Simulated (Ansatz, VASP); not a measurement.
## One calculation of In, two programs

```
CELL_PARAMETERS angstrom
2.91673 0.00000 0.00000
0.00000 2.91673 0.00000
0.00000 0.00000 2.91673
ATOMIC_POSITIONS crystal
In 0.00000 0.00000 0.00000
```

Alike in both runs: task single point; functional r2SCAN; k mesh 12 × 12 × 12; occupations fermi-dirac, width 0.1 eV; no spin polarisation.

|  | VASP | Ansatz |
| --- | --- | --- |
| version | VASP 6.6.1 | Ansatz 0.2.0 |
| potentials or method | VASP PAW PBE potentials, release 64 (In_d), cutoff 520 eV | plane waves (500 eV) with PAW, scalar-relativistic |
| valence electrons in the cell | 13 | 13 |

|  | VASP | Ansatz | Ansatz less VASP |
| --- | --- | --- | --- |
| pressure (GPa) | 6.9 | 6.8 | -0.08 |

VASP's potentials were made for PBE, not for r2SCAN. With one functional, cell and mesh, what is left measures potentials, basis and numerics.
